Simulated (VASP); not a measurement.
# CuO (C2/c) in VASP: a series of runs

The runs below take CuO through single point, relaxation of shape and atoms at fixed volume, with PBEsol.

All numbers are computed with VASP 6.6.1; they aren't measurements. Logs are shortened: lines on timing, memory, paths and dates and some standing lists are left out, and cuts for length are marked.

**1. The cell of the first run**

The typed cell holds 4 atoms: a = 2.808 Å, b = 2.808 Å, c = 5.086 Å, α = 89.96°, β = 89.96°, γ = 89.86°.

**2. Single point, PBEsol (10.02 Å³/atom)**

INCAR

```
SYSTEM = CuO
PREC = Accurate
ENCUT = 520
EDIFF = 1E-6
ISMEAR = 0
SIGMA = 0.1
LREAL = .False.
LASPH = .True.
NELM = 60
ALGO = Normal
ISIF = 2
LWAVE = .False.
LCHARG = .False.
GGA = PS
NBANDS = 25
```

KPOINTS

```
Automatic mesh
0
Gamma
  14 14 8
  0 0 0
```

POSCAR

```
CuO
1.0
    2.8075817622     -0.0155558380     -0.0038701862
    0.0225423368      2.8075218821     -0.0038466203
    0.0102154440      0.0101043459      5.0860693495
Cu O
2 2
Direct
    0.5000000000      0.0000000000      0.5000000000
    0.0000000000      0.5000000000      0.0000000000
    0.0002687175      0.9997253327      0.2499989860
    0.9997312825      0.0002746673      0.7500010140
```

Potentials or basis: VASP PAW PBE potentials, release 64 (Cu, O).

The run is started by

```
$ cat potpaw_PBE.64/Cu/POTCAR potpaw_PBE.64/O/POTCAR > POTCAR
$ mpirun -np 1 vasp_std > vasp.out
```

OUTCAR:

```text
SYSTEM = CuO
   PREC = Accurate
   ENCUT = 520
   EDIFF = 1E-6
   ISMEAR = 0
   LREAL = .False.
   LASPH = .True.
   NELM = 60
   ISIF = 2
   GGA = PS

 ion  position               nearest neighbor table
   1  0.500  0.000  0.500-   3 1.89   4 1.89   4 1.89   3 1.89
   2  0.000  0.500  0.000-   4 1.89   3 1.89   4 1.89   3 1.89
   3  0.000  1.000  0.250-   2 1.89   1 1.89   2 1.89   1 1.89
   4  1.000  0.000  0.750-   2 1.89   1 1.89   2 1.89   1 1.89

  LATTYP: Found a base centered monoclinic cell.
 ALAT       =     3.9755171181
 B/A-ratio  =     0.9975127166
 C/A-ratio  =     1.6245017244
 COS(beta)  =    -0.6162695281

  Lattice vectors:

 A1 = (  -2.8075817622,   0.0155558380,   0.0038701862)
 A2 = (  -0.0225423368,  -2.8075218821,   0.0038466203)
 A3 = (   2.8403395430,   2.8020703900,   5.0783525430)

Analysis of symmetry for initial positions (statically):
=====================================================================
 Subroutine PRICEL returns:
 Original cell was already a primitive cell.

 Routine SETGRP: Setting up the symmetry group for a
 base centered monoclinic supercell.

 Subroutine GETGRP returns: Found  4 space group operations
 (whereof  2 operations were pure point group operations)
 out of a pool of  4 trial point group operations.

The static configuration has the point symmetry S_2 .
 The point group associated with its full space group is C_2h.

Analysis of symmetry for dynamics (positions and initial velocities):
=====================================================================
 Subroutine PRICEL returns:
 Original cell was already a primitive cell.

 Routine SETGRP: Setting up the symmetry group for a
 base centered monoclinic supercell.

 Subroutine GETGRP returns: Found  4 space group operations
 (whereof  2 operations were pure point group operations)
 out of a pool of  4 trial point group operations.

The dynamic configuration has the point symmetry S_2 .
 The point group associated with its full space group is C_2h.

 Subroutine INISYM returns: Found  4 space group operations
 (whereof  2 operations are pure point group operations),
 and found     1 'primitive' translations

----------------------------------------------------------------------------------------

                                     Primitive cell

  volume of cell :      40.0922

  direct lattice vectors                    reciprocal lattice vectors
     2.807581762 -0.015555838 -0.003870186     0.356161579 -0.002860688 -0.000709672
     0.022542337  2.807521882 -0.003846620     0.001972429  0.356169192 -0.000711553
     0.010215444  0.010104346  5.086069349     0.000272509  0.000267196  0.196614408

  length of vectors
     2.807627524  2.807615015  5.086089645     0.356173774  0.356175364  0.196614779

  position of ions in fractional coordinates (direct lattice)
     0.500000000  0.000000000  0.500000000
     0.000000000  0.500000000  0.000000000
     0.000268717  0.999725333  0.249998986
     0.999731283  0.000274667  0.750001014

  ion indices of the primitive-cell ions
   primitive index   ion index
                 1           1
                 2           2
                 3           3
                 4           4

----------------------------------------------------------------------------------------

 KPOINTS: Automatic mesh

Automatic generation of k-mesh.
 Grid dimensions read from file:
 generate k-points for:   14   14    8

 Generating k-lattice:

  Cartesian coordinates                     Fractional coordinates (reciprocal lattice)
     0.025440113 -0.000204335 -0.000050691     0.071428571  0.000000000  0.000000000
     0.000140888  0.025440657 -0.000050825    -0.000000000  0.071428571  0.000000000
     0.000034064  0.000033399  0.024576801    -0.000000000  0.000000000  0.125000000

  Length of vectors
     0.025440984  0.025441097  0.024576847

  Shift w.r.t. Gamma in fractional coordinates (k-lattice)
     0.000000000  0.000000000  0.000000000

 Subroutine IBZKPT returns following result:
 ===========================================

 Found    429 irreducible k-points:

 Following reciprocal coordinates:
            Coordinates               Weight
  0.000000  0.000000  0.000000      1.000000
  0.071429  0.000000  0.000000      4.000000
  0.142857  0.000000  0.000000      4.000000
  0.214286 -0.000000  0.000000      4.000000
  0.285714  0.000000  0.000000      4.000000
  0.357143  0.000000 -0.000000      4.000000
[... 16 lines left out ...]
  0.214286  0.142857  0.000000      4.000000
  0.285714  0.142857  0.000000      4.000000
 [... further k-points ...]
   k-points           NKPTS =    429   k-points in BZ     NKDIM =    429   number of bands    NBANDS=     25
   number of dos      NEDOS =    301   number of ions     NIONS =      4
   total plane-waves  NPLWV =  23040
   dimension x,y,z NGX =    24 NGY =   24 NGZ =   40
   dimension x,y,z NGXF=    48 NGYF=   48 NGZF=   80
   ions per type =               2   2
   NGX,Y,Z   is equivalent  to a cutoff of  14.21, 14.21, 13.07 a.u.
   NGXF,Y,Z  is equivalent  to a cutoff of  28.42, 28.42, 26.15 a.u.
 SYSTEM =  CuO
   PREC   = accura    normal or accurate (medium, high low for compatibility)
   ISTART =      0    job   : 0-new  1-cont  2-samecut
   ICHARG =      2    charge: 1-file 2-atom 10-const
   ISPIN  =      1    spin polarized calculation?
   LNONCOLLINEAR =      F non collinear calculations
   LSORBIT =      F    spin-orbit coupling
   LASPH  =      T    aspherical Exc in radial PAW
   ENCUT  =  520.0 eV  38.22 Ry    6.18 a.u.   5.22  5.22  9.46*2*pi/ulx,y,z
   NELM   =     60;   NELMIN=  2; NELMDL= -5     # of ELM steps
   EDIFF  = 0.1E-05   stopping-criterion for ELM
   LREAL  =      F    real-space projection
   EDIFFG = 0.1E-04   stopping-criterion for IOM
   NSW    =      0    number of steps for IOM
   IBRION =     -1    ionic relax: 0-MD 1-quasi-New 2-CG
   NFREE  =      0    steps in history (QN), initial steepest desc. (CG)
   ISIF   =      2    stress and relaxation
   ISYM   =      2    0-nonsym 1-usesym 2-fastsym
   POTIM  = 0.5000    time-step for ionic-motion
   TEBEG  =    0.0;   TEEND  =   0.0 temperature during run
   PSTRESS=    0.0 pullay stress
   NELECT =      34.0000    total number of electrons
   NUPDOWN=      -1.0000    fix difference up-down
   EMIN   =  10.00;   EMAX   =-10.00  energy-range for DOS
   EFERMI =   0.00;   METHOD = LEGACY
   ISMEAR =     0;   SIGMA  =   0.10  broadening in eV -4-tet -1-fermi 0-gaus
   EFERMI_NEDOS =   21; number of points for ismear=-14 and -15
   IALGO  =     38    algorithm
   IMIX   =      4    mixing-type and parameters
     AMIX     =   0.40;   BMIX     =  1.00
     AMIX_MAG =   1.60;   BMIX_MAG =  1.00
  volume/ion in A,a.u.               =      10.02        67.64
  Fermi-wavevector in a.u.,A,eV,Ry     =   1.549582  2.928286 32.670378  2.401205
  Thomas-Fermi vector in A             =   2.654368
   LORBIT       =      0    0 simple, 1 ext, 2 COOP (PROOUT), +10 PAW based schemes
   GGA     = PS    functional components
   LHFCALC =     F    Hartree Fock is set to
   AEXX    =    0.0000 exact exchange contribution
   IVDW    =     0    specifies the selected vdW correction
   LEPSILON=     F    determine dielectric tensor
   LRPA    =     F    only Hartree local field effects (RPA)
 non-spin polarized calculation
 Gauss-broadening in eV      SIGMA  =   0.10
  energy-cutoff  :      520.00
  volume of cell :       40.09
 maximum number of plane-waves:      1118
 NGX is ok and might be reduce to    24
   NGX = 11   NGY = 11   NGZ = 19

 number of electron      33.9999991 magnetization

 Free energy of the ion-electron system (eV)
  ---------------------------------------------------
  ext. energy  EPLUGINS =         0.00000000
  ---------------------------------------------------
  free energy    TOTEN  =       -21.38643046 eV

  energy without entropy =      -21.37401766  energy(sigma->0) =      -21.38022406

 E-fermi :   6.0414     XC(G=0): -12.1690

 val. band max:        6.0402332123   @ k =   0.0714   0.0714   0.3750
 cond. band min:       6.0419191762   @ k =  -0.0714  -0.0714   0.3750
 fundamental gap:      0.0016859639
 Fermi energy:         6.0413562076

 k-point     1 :       0.0000    0.0000    0.0000
  band No.  band energies     occupation
      1     -14.5731      2.00000
      2     -13.0741      2.00000
      3      -3.1298      2.00000
      4      -0.0329      2.00000
      5      -0.0275      2.00000
      6       1.7139      2.00000
[... 17 lines left out ...]
     24      21.2184      0.00000
     25      21.3350      0.00000

 k-point     2 :       0.0714    0.0000    0.0000
  band No.  band energies     occupation
      1     -14.5380      2.00000
      2     -13.0629      2.00000
      3      -3.0749      2.00000
      4      -0.0748      2.00000
      5      -0.0142      2.00000
      6       1.4438      2.00000
[... 17 lines left out ...]
     24      21.3288      0.00000
     25      21.3907      0.00000

 k-point     3 :       0.1429    0.0000    0.0000
  band No.  band energies     occupation
      1     -14.4377      2.00000
      2     -13.0310      2.00000
      3      -2.9177      2.00000
      4      -0.1847      2.00000
      5       0.0312      2.00000
      6       0.7551      2.00000
[... 17 lines left out ...]
     24      21.4836      0.00000
     25      21.6203      0.00000

 k-point     4 :       0.2143   -0.0000    0.0000
  band No.  band energies     occupation
      1     -14.2876      2.00000
      2     -12.9843      2.00000
      3      -2.6807      2.00000
      4      -0.3092      2.00000
      5      -0.0472      2.00000
      6       0.0984      2.00000
[... 17 lines left out ...]
     24      21.4268      0.00000
     25      21.8604      0.00000
[... 477 lines left out ...]
 k-point    22 :       0.1429    0.1429    0.0000
  band No.  band energies     occupation
      1     -14.3050      2.00000
      2     -12.9898      2.00000
      3      -2.7048      2.00000
      4      -0.1693      2.00000
      5      -0.0657      2.00000
      6       0.6488      2.00000
[... 17 lines left out ...]
     24      19.4291      0.00000
     25      21.7828      0.00000

 k-point    23 :       0.2143    0.1429    0.0000
  band No.  band energies     occupation
      1     -14.1574      2.00000
      2     -12.9456      2.00000
      3      -2.4662      2.00000
      4      -0.2566      2.00000
      5      -0.0221      2.00000
      6      -0.0038      2.00000
[... 17 lines left out ...]
     24      19.3441      0.00000
     25      21.8796      0.00000

 k-point    24 :       0.2857    0.1429    0.0000
  band No.  band energies     occupation
      1     -13.9857      2.00000
      2     -12.8958      2.00000
      3      -2.1853      2.00000
      4      -0.7344      2.00000
      5      -0.3264      2.00000
      6       0.0444      2.00000
[... 17 lines left out ...]
     24      19.7121      0.00000
     25      21.5806      0.00000

 [... further k-points ...]

------------------------ aborting loop because EDIFF is reached ----------------------------------------

  FORCE on cell =-STRESS in cart. coord.  units (eV):
  Direction    XX          YY          ZZ          XY          YZ          ZX
  --------------------------------------------------------------------------------------
  -------------------------------------------------------------------------------------
  Total        2.8525036      2.8524342      3.0404213      0.0016241      0.0007495      0.0007239
  in kB      113.9927524    113.9899796    121.5023858      0.0649029      0.0299505      0.0289299
  external PRESSURE =     116.4950393 kB  Pullay stress =       0.0000000 kB

 VOLUME and BASIS-vectors are now :
 -----------------------------------------------------------------------------
  energy-cutoff  :      520.00
  volume of cell :       40.09
      direct lattice vectors                 reciprocal lattice vectors
     2.807581762 -0.015555838 -0.003870186     0.356161579 -0.002860688 -0.000709672
     0.022542337  2.807521882 -0.003846620     0.001972429  0.356169192 -0.000711553
     0.010215444  0.010104346  5.086069349     0.000272509  0.000267196  0.196614408

 POSITION                                       TOTAL-FORCE (eV/Angst)
 -----------------------------------------------------------------------------------
      1.40890     -0.00273      2.54110        -0.000000      0.000000     -0.000000
      0.01127      1.40376     -0.00192        -0.000000      0.000000     -0.000000
      0.02584      2.80927      1.26767         0.000259     -0.000262     -0.000000
      2.81450     -0.00720      3.81069        -0.000259      0.000262      0.000000
 -----------------------------------------------------------------------------------
    total drift:                                0.000000     -0.000000      0.000000

  FREE ENERGIE OF THE ION-ELECTRON SYSTEM (eV)
  ---------------------------------------------------
  free  energy   TOTEN  =       -21.3864304587 eV

  energy  without entropy=      -21.3740176633  energy(sigma->0) =      -21.38022406
```

Run time: 10 min. Hardware: 1 thread of Intel Xeon 8259CL, shared host; peak memory 0.45 GiB.

What came out:

* Free energy: -21.3864 eV
* Pressure: 11.6 GPa
* Band gap on the k mesh: zero (bands 17 and 18 overlap by 1.20 eV)

Caveat: the cell stands under pressure; the PAW data sets were made with another functional, which shifts forces and pressure a little; semilocal functionals often make such compounds metallic where correlation or magnetic order opens a gap, which also shifts bond lengths.

**3. Single point, PBEsol (10.34 Å³/atom)**

This run uses another cell than the first one, of 10.34 Å³/atom.

INCAR

```
PREC     = Accurate       # precision mode
ENCUT    = 520            # plane-wave cutoff, eV
EDIFF    = 1E-7           # SCF threshold, eV
ISMEAR   = 0              # smearing method
SIGMA    = 0.1            # smearing width, eV
LREAL    = False          # projectors in reciprocal space
LASPH    = True           # aspherical terms in the spheres
NELM     = 100            # most SCF steps
ALGO     = Normal         # electronic algorithm
ISIF     = 2              # what is computed and relaxed
LWAVE    = False          # write WAVECAR
LCHARG   = True           # write CHGCAR
GGA      = PS             # functional
LELF     = True           # ELF
LVHAR    = True         
NBANDS   = 25             # bands
```

KPOINTS

```
regular mesh
0
Gamma
  14 14 8
```

POSCAR

```
CuO
1.0
    2.8521362313     -0.0159601901     -0.0040084983
    0.0227426637      2.8520909027     -0.0039863976
    0.0101244796      0.0100124417      5.0856680273
Cu O
2 2
Direct
    0.5000000000      0.0000000000      0.5000000000
    0.0000000000      0.5000000000      0.0000000000
    0.0002439839      0.9997506801      0.2500004048
    0.9997560161      0.0002493199      0.7499995952
```

Potentials or basis: VASP PAW PBE potentials, release 64 (Cu, O).

The run is started by

```
$ cat potpaw_PBE.64/Cu/POTCAR potpaw_PBE.64/O/POTCAR > POTCAR
$ mpirun -np 1 vasp_std > vasp.out
```

Wall time 11 min (1 thread of Intel Xeon 8259CL, shared host); peak memory 0.46 GiB.

The run converged. Its results:

- Free energy: -21.4559 eV
- Pressure: 5.8 GPa
- Band gap on the k mesh: zero (bands 17 and 18 overlap by 1.19 eV)

Stress tensor (GPa, compression positive):
```
5.62 0.00 0.00
0.00 5.62 0.00
0.00 0.00 6.26
```

Levels at points of the mesh, in eV from the Fermi level:
| k point | band 15 | band 16 | band 17 | band 18 | band 19 | band 20 |
| --- | --- | --- | --- | --- | --- | --- |
| (0.00, 0.00, 0.00) | -2.49 | -2.13 | 0.69 | 0.70 | 1.54 | 6.07 |
| (0.50, 0.00, 0.00) | -1.71 | -1.63 | 0.23 | 0.46 | 3.37 | 6.08 |
| (0.50, 0.50, 0.00) | -1.68 | -1.27 | -1.27 | 1.21 | 1.81 | 7.10 |
| (0.00, 0.00, 0.50) | -1.67 | -1.67 | 0.06 | 0.06 | 3.61 | 3.61 |
| (0.50, 0.00, 0.50) | -2.18 | -1.96 | -0.12 | 0.70 | 4.13 | 6.05 |
| (0.50, 0.50, 0.50) | -1.51 | -1.51 | -0.50 | -0.50 | 3.78 | 3.78 |

Caveat: the cell stands under pressure; the PAW data sets were made with another functional, which shifts forces and pressure a little; semilocal functionals often make such compounds metallic where correlation or magnetic order opens a gap, which also shifts bond lengths. With open d or f shells a metallic result of PBEsol can be an artefact of self-interaction; +U or a hybrid may open a gap.

**4. Relaxation of shape and atoms at fixed volume, PBEsol (10.34 Å³/atom)**

This run uses another cell than the first one, of 10.34 Å³/atom.

INCAR

```
SYSTEM = CuO
PREC     = Accurate       ! precision mode
ENCUT    = 600            ! plane-wave cutoff, eV
EDIFF    = 1E-6           ! SCF threshold, eV
ISMEAR   = 0              ! smearing method
SIGMA    = 0.1            ! smearing width, eV
LREAL    = .FALSE.        ! projectors in reciprocal space
LASPH    = .TRUE.         ! aspherical terms in the spheres
NELM     = 100            ! most SCF steps
ALGO     = Fast           ! electronic algorithm
ISIF     = 4              ! what is computed and relaxed
LWAVE    = .FALSE.        ! write WAVECAR
LCHARG   = .FALSE.        ! write CHGCAR
GGA      = PS             ! functional
IBRION   = 2              ! ionic algorithm
NSW      = 50             ! ionic steps
EDIFFG   = -0.01          ! ionic threshold
KPAR     = 4
```

KPOINTS

```
Automatic mesh
0
G
  14 14 8
  0 0 0
```

POSCAR

```
CuO
1.0
    2.8647817086     -0.0153078832     -0.0039341260
    0.0235663226      2.8646939804     -0.0039100805
    0.0102420903      0.0101322487      5.0409473590
Cu O
2 2
Direct
    0.5000000000      0.0000000000      0.5000000000
    0.0000000000      0.5000000000      0.0000000000
    0.0002557262      0.9997387149      0.2500003705
    0.9997442738      0.0002612851      0.7499996295
```

The run is started by

```
$ cat potpaw_PBE.64/Cu/POTCAR potpaw_PBE.64/O/POTCAR > POTCAR
$ mpirun -np 4 vasp_std > vasp.out
```

Run time: 5.1 min. Hardware: 4 MPI ranks of Oxide Virtual Turin-like, shared host; peak memory 0.47 GiB.

The run converged. Its results:

```yaml
Free_energy: -21.4604 eV
Energy_gained_by_relaxing: 1.0 meV/atom
Ionic_steps: 4
Pressure_after_relaxing: 5.5 GPa
Band_gap_on_the_k_mesh: zero (bands 17 and 18 overlap by 1.19 eV)
```

The path:
| step | energy change (eV) | largest force (eV/Å) | pressure (GPa) | volume (Å³) |
| --- | --- | --- | --- | --- |
| 1 | 0.0000 | 0.0007 | 6.57 | 41.37 |
| 2 | -0.0030 | 0.0001 | 5.99 | 41.37 |
| 3 | -0.0040 | 0.0005 | 5.36 | 41.37 |
| 4 | -0.0040 | 0.0004 | 5.48 | 41.37 |

Final structure:
```
CELL_PARAMETERS angstrom
2.84838 -0.01535 -0.00396
0.02330 2.84829 -0.00393
0.01022 0.01012 5.09917
ATOMIC_POSITIONS crystal
Cu 0.50000 0.00000 0.50000
Cu 0.00000 0.50000 0.00000
O 0.00027 0.99972 0.25000
O 0.99973 0.00028 0.75000
```

Levels at points of the mesh, in eV from the Fermi level:
```tsv
k point	band 15	band 16	band 17	band 18	band 19	band 20
(0.00, 0.00, 0.00)	-2.48	-2.14	0.69	0.69	1.54	6.08
(0.50, 0.00, 0.00)	-1.70	-1.62	0.22	0.45	3.35	6.09
(0.50, 0.50, 0.00)	-1.68	-1.26	-1.26	1.22	1.84	7.09
(0.00, 0.00, 0.50)	-1.66	-1.66	0.06	0.06	3.61	3.61
(0.50, 0.00, 0.50)	-2.17	-1.95	-0.11	0.70	4.12	6.05
(0.50, 0.50, 0.50)	-1.50	-1.50	-0.50	-0.50	3.79	3.79
```

Caveat: the PAW data sets were made with another functional, which shifts forces and pressure a little; semilocal functionals often make such compounds metallic where correlation or magnetic order opens a gap, which also shifts bond lengths. With open d or f shells a metallic result of PBEsol can be an artefact of self-interaction; +U or a hybrid may open a gap.

**5. The runs side by side**

```csv
task,cell,cutoff (eV),gap on the mesh (eV),pressure (GPa)
single point,"a = 2.808, b = 2.808, c = 5.086 Å, angles 90.0, 90.0, 89.9°, 4 atoms",520,none,11.6
single point,"a = 2.852, b = 2.852, c = 5.086 Å, angles 90.0, 90.0, 89.9°, 4 atoms",520,none,5.8
relaxation of shape and atoms at fixed volume,"relaxed from a = 2.865, b = 2.865, c = 5.041 Å, angles 90.0, 90.0, 89.8°, 4 atoms",600,none,5.5
```

Alike in all rows: level PBEsol; potentials or basis VASP PAW PBE potentials, release 64 (Cu, O); no spin polarisation; k mesh 14 × 14 × 8; smearing gaussian 0.1 eV.

Caveats: the PAW data sets were made with another functional, which shifts forces and pressure a little; semilocal functionals often make such compounds metallic where correlation or magnetic order opens a gap, which also shifts bond lengths; the cell stands under pressure (at least some runs).

Absolute energies hang on the potentials; compare differences alone.
